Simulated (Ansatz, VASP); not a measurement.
# Ga in VASP and in Ansatz

Contents of INCAR:

```
SYSTEM = Ga
PREC = Accurate
ENCUT = 520
EDIFF = 1E-6
ISMEAR = 0
SIGMA = 0.15
LREAL = .False.
LASPH = .True.
NELM = 100
ALGO = Fast
ISIF = 2
LWAVE = .False.
LCHARG = .True.
GGA = CA
LELF = .True.
LVHAR = .True.
NBANDS = 34
```

KPOINTS

```
Automatic mesh
0
Gamma
  10 10 10
  0 0 0
```

The input POSCAR:

```
Ga
1.0
    2.2085777266     -3.7454996903      0.0000000000
    2.2085777266      3.7454996903      0.0000000000
    0.0000000000      0.0000000000      4.7720033265
Ga
4
Direct
    0.1560190462      0.8439809538      0.0845038705
    0.6560190462      0.3439809538      0.4154961295
    0.8439809538      0.1560190462      0.9154961295
    0.3439809538      0.6560190462      0.5845038705
```

Input for Ansatz:

```yaml
crystal:
  lattice:
    - [2.2085777266, -3.7454996903, 0.0]
    - [2.2085777266, 3.7454996903, 0.0]
    - [0.0, 0.0, 4.7720033265]
  atoms:
    - { symbol: Ga, position: [0.1560190462, 0.8439809538, 0.0845038705] }
    - { symbol: Ga, position: [0.6560190462, 0.3439809538, 0.4154961295] }
    - { symbol: Ga, position: [0.8439809538, 0.1560190462, 0.9154961295] }
    - { symbol: Ga, position: [0.3439809538, 0.6560190462, 0.5845038705] }
basis:
  ecutwfc: 420
kpoints:
  mp_grid: { grid: [10, 10, 10] }
hamiltonian:
  xc: lda
  pseudopotentials: { kind: paw }
scf:
  occupations: { method: gaussian, width: 0.15 }
output:
  forces: true
  stress: true
  eigenvalues: true
```

Change from the starting cell: engineering shear strain xz +0.0000, normal strain along z +0.0750.

Alike in both runs: task single point; functional LDA; k mesh 10 × 10 × 10; occupations gaussian, width 0.15 eV; no spin polarisation.

```csv
,VASP,Ansatz
version,VASP 6.6.1,Ansatz 0.2.0
potentials or method,"VASP PAW LDA potentials, release 64 (Ga_d), cutoff 520 eV","scalar-relativistic, plane waves, PAW"
valence electrons in the cell,52,52
```

|  | VASP | Ansatz | Ansatz less VASP |
| --- | --- | --- | --- |
| gap on the k mesh at the Fermi level (eV) | none | none | - |
| pressure (GPa) | -3.6 | -3.6 | -0.08 |
| traceless stress, the component that is largest in VASP (GPa) | 2.60 | 2.56 | -0.038 |
| rms of the force components (eV/Å) | 0.098 | 0.097 | -0.0009 |

LDA's correlation is that of Perdew and Zunger in VASP and of Perdew and Wang (1992) in Ansatz. Atom by atom the forces differ by 0.001 eV/Å (rms over components). A gap of «none» marks a metal or a gap that the smearing closes.
